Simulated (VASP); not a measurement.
# TiO2 (Fm-3m) in VASP: further runs, part 3 of 3

VASP 6.6.1. Earlier steps stand in the parts before.

## 5. Single point, r2SCAN (volume changed by -3%)

Contents of POSCAR:

```
TiO2
1.0
    0.0000000000      2.3726152241      2.3726152241
    2.3726152241      0.0000000000      2.3726152241
    2.3726152241      2.3726152241      0.0000000000
Ti O
1 2
Direct
    0.0000000000      0.0000000000      0.0000000000
    0.2500000000      0.2500000000      0.2500000000
    0.7500000000      0.7500000000      0.7500000000
```

Contents of INCAR.step1:

```
ALGO = Normal ; EDIFF = 1E-5
ENCUT = 910 ; GGA = PE
GGA_COMPAT = F ; ISMEAR = 0
LASPH = T ; LCHARG = F
LREAL = F ; LWAVE = T
NBANDS = 19 ; NELM = 120
PREC = Accurate ; SIGMA = 0.01
```

Contents of INCAR.step2:

```
ALGO = Normal ; EDIFF = 1E-6
ENCUT = 910 ; GGA_COMPAT = F
ISIF = 2 ; ISMEAR = 0
ISTART = 1 ; LASPH = T
LCHARG = F ; LMIXTAU = T
LREAL = F ; LWAVE = F
METAGGA = R2SCAN ; NBANDS = 19
NELM = 120 ; PREC = Accurate
SIGMA = 0.01
```

Contents of KPOINTS:

```
k-points
0
Gamma
  8 8 8
```

Potentials or basis: VASP PAW PBE potentials, release 64 (Ti_sv, O_h).

Command:

```console
cat potpaw_PBE.64/Ti_sv/POTCAR potpaw_PBE.64/O_h/POTCAR > POTCAR
cp INCAR.step1 INCAR
mpirun -np 1 vasp_std > vasp.out
cp INCAR.step2 INCAR
mpirun -np 1 vasp_std > vasp.out
```

OUTCAR:

```text
EDIFF = 1E-6
   ENCUT = 910
   ISIF = 2
   ISMEAR = 0
   ISTART = 1
   LASPH = T
   LREAL = F
   METAGGA = R2SCAN
   NELM = 120
   PREC = Accurate

 ion  position               nearest neighbor table
   1  0.000  0.000  0.000-   3 2.05   3 2.05   3 2.05   2 2.05   2 2.05   2 2.05   3 2.05   2 2.05

   2  0.250  0.250  0.250-   1 2.05   1 2.05   1 2.05   1 2.05
   3  0.750  0.750  0.750-   1 2.05   1 2.05   1 2.05   1 2.05

  LATTYP: Found a face centered cubic cell.
 ALAT       =     4.7452304482

  Lattice vectors:

 A1 = (   0.0000000000,   2.3726152241,   2.3726152241)
 A2 = (   2.3726152241,   0.0000000000,   2.3726152241)
 A3 = (   2.3726152241,   2.3726152241,   0.0000000000)

Analysis of symmetry for initial positions (statically):
=====================================================================
 Subroutine PRICEL returns:
 Original cell was already a primitive cell.

 Routine SETGRP: Setting up the symmetry group for a
 face centered cubic supercell.

 Subroutine GETGRP returns: Found 48 space group operations
 (whereof 48 operations were pure point group operations)
 out of a pool of 48 trial point group operations.

The static configuration has the point symmetry O_h .

Analysis of symmetry for dynamics (positions and initial velocities):
=====================================================================
 Subroutine PRICEL returns:
 Original cell was already a primitive cell.

 Routine SETGRP: Setting up the symmetry group for a
 face centered cubic supercell.

 Subroutine GETGRP returns: Found 48 space group operations
 (whereof 48 operations were pure point group operations)
 out of a pool of 48 trial point group operations.

The dynamic configuration has the point symmetry O_h .

 Subroutine INISYM returns: Found 48 space group operations
 (whereof 48 operations are pure point group operations),
 and found     1 'primitive' translations

----------------------------------------------------------------------------------------

                                     Primitive cell

  volume of cell :      26.7123

  direct lattice vectors                    reciprocal lattice vectors
     0.000000000  2.372615224  2.372615224    -0.210737921  0.210737921  0.210737921
     2.372615224  0.000000000  2.372615224     0.210737921 -0.210737921  0.210737921
     2.372615224  2.372615224  0.000000000     0.210737921  0.210737921 -0.210737921

  length of vectors
     3.355384628  3.355384628  3.355384628     0.365008787  0.365008787  0.365008787

  position of ions in fractional coordinates (direct lattice)
     0.000000000  0.000000000  0.000000000
     0.250000000  0.250000000  0.250000000
     0.750000000  0.750000000  0.750000000

  ion indices of the primitive-cell ions
   primitive index   ion index
                 1           1
                 2           2
                 3           3

----------------------------------------------------------------------------------------

 KPOINTS: k-points

Automatic generation of k-mesh.
 Grid dimensions read from file:
 generate k-points for:    8    8    8

 Generating k-lattice:

  Cartesian coordinates                     Fractional coordinates (reciprocal lattice)
    -0.026342240  0.026342240  0.026342240     0.125000000  0.000000000  0.000000000
     0.026342240 -0.026342240  0.026342240     0.000000000  0.125000000  0.000000000
     0.026342240  0.026342240 -0.026342240     0.000000000  0.000000000  0.125000000

  Length of vectors
     0.045626098  0.045626098  0.045626098

  Shift w.r.t. Gamma in fractional coordinates (k-lattice)
     0.000000000  0.000000000  0.000000000

 Subroutine IBZKPT returns following result:
 ===========================================

 Found     29 irreducible k-points:

 Following reciprocal coordinates:
            Coordinates               Weight
  0.000000  0.000000  0.000000      1.000000
  0.125000  0.000000  0.000000      8.000000
  0.250000  0.000000  0.000000      8.000000
  0.375000  0.000000  0.000000      8.000000
  0.500000  0.000000  0.000000      4.000000
  0.125000  0.125000  0.000000      6.000000
[... 16 lines left out ...]
  0.500000  0.250000  0.125000     48.000000
 -0.375000  0.250000  0.125000     24.000000
 [... further k-points ...]
   k-points           NKPTS =     29   k-points in BZ     NKDIM =     29   number of bands    NBANDS=     19
   number of dos      NEDOS =    301   number of ions     NIONS =      3
   total plane-waves  NPLWV =  46656
   dimension x,y,z NGX =    36 NGY =   36 NGZ =   36
   dimension x,y,z NGXF=    72 NGYF=   72 NGZF=   72
   ions per type =               1   2
   NGX,Y,Z   is equivalent  to a cutoff of  17.84, 17.84, 17.84 a.u.
   NGXF,Y,Z  is equivalent  to a cutoff of  35.67, 35.67, 35.67 a.u.
 SYSTEM =  unknown system
   PREC   = accura    normal or accurate (medium, high low for compatibility)
   ISTART =      1    job   : 0-new  1-cont  2-samecut
   ICHARG =      0    charge: 1-file 2-atom 10-const
   ISPIN  =      1    spin polarized calculation?
   LNONCOLLINEAR =      F non collinear calculations
   LSORBIT =      F    spin-orbit coupling
   LASPH  =      T    aspherical Exc in radial PAW
   ENCUT  =  910.0 eV  66.88 Ry    8.18 a.u.   8.25  8.25  8.25*2*pi/ulx,y,z
   NELM   =    120;   NELMIN=  2; NELMDL=  0     # of ELM steps
   EDIFF  = 0.1E-05   stopping-criterion for ELM
   LREAL  =      F    real-space projection
   EDIFFG = 0.1E-04   stopping-criterion for IOM
   NSW    =      0    number of steps for IOM
   IBRION =     -1    ionic relax: 0-MD 1-quasi-New 2-CG
   NFREE  =      0    steps in history (QN), initial steepest desc. (CG)
   ISIF   =      2    stress and relaxation
   ISYM   =      2    0-nonsym 1-usesym 2-fastsym
   POTIM  = 0.5000    time-step for ionic-motion
   TEBEG  =    0.0;   TEEND  =   0.0 temperature during run
   PSTRESS=    0.0 pullay stress
   NELECT =      24.0000    total number of electrons
   NUPDOWN=      -1.0000    fix difference up-down
   EMIN   =  10.00;   EMAX   =-10.00  energy-range for DOS
   EFERMI =   0.00;   METHOD = LEGACY
   ISMEAR =     0;   SIGMA  =   0.01  broadening in eV -4-tet -1-fermi 0-gaus
   EFERMI_NEDOS =   21; number of points for ismear=-14 and -15
   IALGO  =     38    algorithm
   IMIX   =      4    mixing-type and parameters
     AMIX     =   0.40;   BMIX     =  1.00
     AMIX_MAG =   1.60;   BMIX_MAG =  1.00
  volume/ion in A,a.u.               =       8.90        60.09
  Fermi-wavevector in a.u.,A,eV,Ry     =   1.579700  2.985200 33.952684  2.495452
  Thomas-Fermi vector in A             =   2.680040
   LORBIT       =      0    0 simple, 1 ext, 2 COOP (PROOUT), +10 PAW based schemes
   METAGGA = R2SCAN    functional components
   LHFCALC =     F    Hartree Fock is set to
   AEXX    =    0.0000 exact exchange contribution
   IVDW    =     0    specifies the selected vdW correction
   LEPSILON=     F    determine dielectric tensor
   LRPA    =     F    only Hartree local field effects (RPA)
 non-spin polarized calculation
 Gauss-broadening in eV      SIGMA  =   0.01
  energy-cutoff  :      910.00
  volume of cell :       26.71
 maximum number of plane-waves:      1687
 NGX is ok and might be reduce to    36
   NGX = 17   NGY = 17   NGZ = 17

 number of electron      24.0000003 magnetization

 Free energy of the ion-electron system (eV)
  ---------------------------------------------------
  ext. energy  EPLUGINS =         0.00000000
  ---------------------------------------------------
  free energy    TOTEN  =       -34.09248918 eV

  energy without entropy =      -34.09248918  energy(sigma->0) =      -34.09248918

 E-fermi :   8.1598     XC(G=0): -13.2516

 val. band max:        8.0922620494   @ k =   0.5000   0.5000   0.0000
 cond. band min:       9.6764756261   @ k =   0.0000   0.0000   0.0000
 fundamental gap:      1.5842135767
 Fermi energy:         8.1597887630

 k-point     1 :       0.0000    0.0000    0.0000
  band No.  band energies     occupation
      1     -51.8350      2.00000
      2     -26.8718      2.00000
      3     -26.8718      2.00000
      4     -26.8718      2.00000
      5     -12.8915      2.00000
      6      -8.8903      2.00000
[... 11 lines left out ...]
     18      16.6291      0.00000
     19      23.3540      0.00000
[... 489 lines left out ...]
      3     -26.9926      2.00000
      4     -26.9266      2.00000
      5     -10.9814      2.00000
      6     -10.5731      2.00000
[... 11 lines left out ...]
     18      19.7647      0.00000
     19      24.7474      0.00000

 [... further k-points ...]

------------------------ aborting loop because EDIFF is reached ----------------------------------------

  FORCE on cell =-STRESS in cart. coord.  units (eV):
  Direction    XX          YY          ZZ          XY          YZ          ZX
  --------------------------------------------------------------------------------------
  -------------------------------------------------------------------------------------
  Total        1.7216427      1.7216427      1.7216427     -0.0000000      0.0000000     -0.0000000
  in kB      103.2622717    103.2622717    103.2622717     -0.0000000      0.0000000     -0.0000000
  external PRESSURE =     103.2622717 kB  Pullay stress =       0.0000000 kB

 VOLUME and BASIS-vectors are now :
 -----------------------------------------------------------------------------
  energy-cutoff  :      910.00
  volume of cell :       26.71
      direct lattice vectors                 reciprocal lattice vectors
     0.000000000  2.372615224  2.372615224    -0.210737921  0.210737921  0.210737921
     2.372615224  0.000000000  2.372615224     0.210737921 -0.210737921  0.210737921
     2.372615224  2.372615224  0.000000000     0.210737921  0.210737921 -0.210737921

 POSITION                                       TOTAL-FORCE (eV/Angst)
 -----------------------------------------------------------------------------------
      0.00000      0.00000      0.00000         0.000000     -0.000000     -0.000000
      1.18631      1.18631      1.18631         0.000000      0.000000      0.000000
      3.55892      3.55892      3.55892        -0.000000     -0.000000     -0.000000
 -----------------------------------------------------------------------------------
    total drift:                                0.000000      0.000000      0.000000

  FREE ENERGIE OF THE ION-ELECTRON SYSTEM (eV)
  ---------------------------------------------------
  free  energy   TOTEN  =       -34.0924891762 eV

  energy  without entropy=      -34.0924891762  energy(sigma->0) =      -34.09248918
```

It took 72 s on 1 thread of Intel Xeon 6975P-C (Granite Rapids), shared host; peak memory 0.22 GiB.

What came out:

| Item | Value |
| --- | --- |
| Free energy | -34.0925 eV |
| Pressure | 10.3 GPa |
| Band gap on the k mesh | 1.58 eV, indirect (least direct gap 2.32 eV) |

Levels at points of the mesh, in eV from the valence-band top:
| k point | band 8 | band 9 | band 10 | band 11 | band 12 | band 13 | band 14 | band 15 | band 16 | band 17 |
| --- | --- | --- | --- | --- | --- | --- | --- | --- | --- | --- |
| (0.00, 0.00, 0.00) | -6.41 | -6.41 | -0.94 | -0.94 | -0.94 | 1.58 | 1.58 | 5.96 | 5.96 | 5.96 |
| (0.50, 0.00, 0.00) | -5.23 | -3.58 | -3.41 | -2.69 | -2.69 | 1.92 | 1.92 | 3.33 | 5.54 | 5.54 |
| (0.50, 0.50, 0.00) | -4.90 | -4.90 | -2.22 | -2.22 | 0.00 | 2.32 | 2.34 | 3.38 | 4.66 | 4.66 |

Caveat: the cell differs from its parent crystal (volume changed by -3%); the cutoff is under 1.25 times the usual one of these potentials, so pressure, stress and relaxed cells hold a basis-set (Pulay) error; the PAW data sets were made with another functional, which shifts forces and pressure a little. A k mesh can miss the band edges.

## 6. Single point, r2SCAN

This run uses another cell than the first one, of 9.18 Å³/atom, 0.943 times its volume.

Contents of POSCAR:

```
TiO2
1.0
    0.0000000000      2.3968272558      2.3968272558
    2.3968272558      0.0000000000      2.3968272558
    2.3968272558      2.3968272558      0.0000000000
Ti O
1 2
Direct
    0.0000000000      0.0000000000      0.0000000000
    0.2500000000      0.2500000000      0.2500000000
    0.7500000000      0.7500000000      0.7500000000
```

Contents of INCAR.step1:

```
SYSTEM = TiO2
ALGO = Normal
EDIFF = 1E-5
ENCUT = 910
GGA = PE
GGA_COMPAT = .FALSE.
ISMEAR = 0
LASPH = .TRUE.
LCHARG = .FALSE.
LREAL = .FALSE.
LWAVE = .TRUE.
NBANDS = 19
NELM = 120
PREC = Accurate
SIGMA = 0.01
```

Contents of INCAR.step2:

```
SYSTEM = TiO2
ALGO = Normal
EDIFF = 1E-6
ENCUT = 910
GGA_COMPAT = .FALSE.
ISIF = 2
ISMEAR = 0
ISTART = 1
LASPH = .TRUE.
LCHARG = .FALSE.
LMIXTAU = .TRUE.
LREAL = .FALSE.
LWAVE = .FALSE.
METAGGA = R2SCAN
NBANDS = 19
NELM = 120
PREC = Accurate
SIGMA = 0.01
```

Contents of KPOINTS:

```
k-points
0
G
  8 8 8
  0 0 0
```

Potentials or basis: VASP PAW PBE potentials, release 64 (Ti_sv, O_h).

Command:

```console
cat potpaw_PBE.64/Ti_sv/POTCAR potpaw_PBE.64/O_h/POTCAR > POTCAR
cp INCAR.step1 INCAR
mpirun -np 1 vasp_std > vasp.out
cp INCAR.step2 INCAR
mpirun -np 1 vasp_std > vasp.out
```

It took 91 s on 1 thread of Intel Xeon 6975P-C (Granite Rapids), shared host; peak memory 0.23 GiB.

The run converged. Its results:

| Item | Value |
| --- | --- |
| Free energy | -34.1242 eV |
| Pressure | 1.2 GPa |
| Band gap on the k mesh | 1.55 eV, indirect (least direct gap 2.25 eV) |

Levels at points of the mesh, in eV from the valence-band top:
| k point | band 10 | band 11 | band 12 | band 13 | band 14 | band 15 |
| --- | --- | --- | --- | --- | --- | --- |
| (0.00, 0.00, 0.00) | -0.91 | -0.91 | -0.91 | 1.55 | 1.55 | 5.72 |
| (0.50, 0.00, 0.00) | -3.34 | -2.62 | -2.62 | 1.86 | 1.86 | 3.16 |
| (0.50, 0.50, 0.00) | -2.15 | -2.15 | 0.00 | 2.25 | 2.26 | 3.19 |

Caveat: the cutoff is under 1.25 times the usual one of these potentials, so pressure, stress and relaxed cells hold a basis-set (Pulay) error; the PAW data sets were made with another functional, which shifts forces and pressure a little. r2SCAN opens gaps a little over a GGA but as a rule still falls short of measured ones.

## 7. Single point, r2SCAN (volume changed by +3%)

Contents of POSCAR:

```
TiO2
1.0
    0.0000000000      2.4205597622      2.4205597622
    2.4205597622      0.0000000000      2.4205597622
    2.4205597622      2.4205597622      0.0000000000
Ti O
1 2
Direct
    0.0000000000      0.0000000000      0.0000000000
    0.2500000000      0.2500000000      0.2500000000
    0.7500000000      0.7500000000      0.7500000000
```

Contents of INCAR.step1:

```
SYSTEM = TiO2
PREC = Accurate ; ENCUT = 910
ISMEAR = 0 ; SIGMA = 0.01
LREAL = .False. ; LASPH = .True.
NELM = 120 ; NBANDS = 19
GGA = PE ; ALGO = Normal
EDIFF = 1E-5 ; LWAVE = .True.
LCHARG = .False. ; GGA_COMPAT = .False.
```

Contents of INCAR.step2:

```
SYSTEM = TiO2
PREC = Accurate ; ENCUT = 910
EDIFF = 1E-6 ; ISMEAR = 0
SIGMA = 0.01 ; LREAL = .False.
LASPH = .True. ; NELM = 120
ALGO = Normal ; ISIF = 2
LWAVE = .False. ; LCHARG = .False.
METAGGA = R2SCAN ; LMIXTAU = .True.
NBANDS = 19 ; ISTART = 1
GGA_COMPAT = .False.
```

Contents of KPOINTS:

```
regular mesh
0
Gamma
  8 8 8
  0 0 0
```

Potentials or basis: VASP PAW PBE potentials, release 64 (Ti_sv, O_h).

Command:

```console
cat potpaw_PBE.64/Ti_sv/POTCAR potpaw_PBE.64/O_h/POTCAR > POTCAR
cp INCAR.step1 INCAR
mpirun -np 1 vasp_std > vasp.out
cp INCAR.step2 INCAR
mpirun -np 1 vasp_std > vasp.out
```

OUTCAR:

```text
SYSTEM = TiO2
   PREC = Accurate
   ENCUT = 910
   EDIFF = 1E-6
   ISMEAR = 0
   LREAL = .False.
   LASPH = .True.
   NELM = 120
   ISIF = 2
   METAGGA = R2SCAN
   ISTART = 1

 ion  position               nearest neighbor table
   1  0.000  0.000  0.000-   3 2.10   3 2.10   3 2.10   2 2.10   3 2.10   2 2.10   2 2.10   2 2.10

   2  0.250  0.250  0.250-   1 2.10   1 2.10   1 2.10   1 2.10
   3  0.750  0.750  0.750-   1 2.10   1 2.10   1 2.10   1 2.10

  LATTYP: Found a face centered cubic cell.
 ALAT       =     4.8411195244

[... 197 lines left out ...]
      6      -9.6281      2.00000
[... 505 lines left out ...]
      6     -11.1786      2.00000
[... 11 lines left out ...]
     18      18.6919      0.00000
     19      22.9665      0.00000

 [... further k-points ...]
[... 5 lines left out ...]
  --------------------------------------------------------------------------------------
  -------------------------------------------------------------------------------------
  Total       -1.1858809     -1.1858809     -1.1858809      0.0000000     -0.0000000      0.0000000
  in kB      -66.9844841    -66.9844841    -66.9844841      0.0000000     -0.0000000      0.0000000
  external PRESSURE =     -66.9844841 kB  Pullay stress =       0.0000000 kB

 VOLUME and BASIS-vectors are now :
 -----------------------------------------------------------------------------
  energy-cutoff  :      910.00
  volume of cell :       28.36
      direct lattice vectors                 reciprocal lattice vectors
     0.000000000  2.420559762  2.420559762    -0.206563791  0.206563791  0.206563791
     2.420559762  0.000000000  2.420559762     0.206563791 -0.206563791  0.206563791
     2.420559762  2.420559762  0.000000000     0.206563791  0.206563791 -0.206563791

 POSITION                                       TOTAL-FORCE (eV/Angst)
 -----------------------------------------------------------------------------------
      0.00000      0.00000      0.00000         0.000000     -0.000000      0.000000
      1.21028      1.21028      1.21028         0.000000      0.000000      0.000000
      3.63084      3.63084      3.63084        -0.000000     -0.000000     -0.000000
 -----------------------------------------------------------------------------------
    total drift:                                0.000000      0.000000      0.000000

  FREE ENERGIE OF THE ION-ELECTRON SYSTEM (eV)
  ---------------------------------------------------
  free  energy   TOTEN  =       -34.1121270151 eV

  energy  without entropy=      -34.1121270151  energy(sigma->0) =      -34.11212702
```

It took 1.7 min on 1 thread of Intel Xeon 6975P-C (Granite Rapids), shared host; peak memory 0.22 GiB.

Results:

```
Free energy            : -34.1121 eV
Pressure               : -6.7 GPa
Band gap on the k mesh : 1.51 eV, indirect (least direct gap 2.17 eV)
```

Caveat: the cell differs from its parent crystal (volume changed by +3%); the cutoff is under 1.25 times the usual one of these potentials, so pressure, stress and relaxed cells hold a basis-set (Pulay) error; the PAW data sets were made with another functional, which shifts forces and pressure a little. A k mesh can miss the band edges.

## 8. Summary

```tsv
potentials or basis	cell	k mesh	cutoff (eV)	second run	gap on the mesh (eV)	pressure (GPa)
VASP PAW PBE potentials, release 64 (Ti_sv, O)	a = 3.456 Å, angles 60.0°, 3 atoms	8 × 8 × 8	520	-	1.48	-13.0
VASP PAW PBE potentials, release 64 (Ti_sv, O)	a = 3.390 Å, angles 60.0°, 3 atoms	10 × 10 × 10	520	-	1.55	1.6
VASP PAW PBE potentials, release 64 (Ti_sv, O_h)	a = 3.456 Å, angles 60.0°, 3 atoms	8 × 8 × 8	910	hard_potentials	1.48	-13.4
VASP PAW PBE potentials, release 64 (Ti_sv, O_h)	a = 3.355 Å, angles 60.0°, 3 atoms	8 × 8 × 8	910	hard_potentials	1.58	10.3
VASP PAW PBE potentials, release 64 (Ti_sv, O_h)	a = 3.390 Å, angles 60.0°, 3 atoms	8 × 8 × 8	910	hard_potentials	1.55	1.2
VASP PAW PBE potentials, release 64 (Ti_sv, O_h)	a = 3.423 Å, angles 60.0°, 3 atoms	8 × 8 × 8	910	hard_potentials	1.51	-6.7
```

Alike in all rows: task single point; level r2SCAN; no spin polarisation; smearing gaussian 0.01 eV.

Caveats: the PAW data sets were made with another functional, which shifts forces and pressure a little; the cutoff is under 1.25 times the usual one of these potentials, so pressure, stress and relaxed cells hold a basis-set (Pulay) error (some runs).

Total energies depend on the potentials used, so only differences within one code and one set of settings carry meaning.
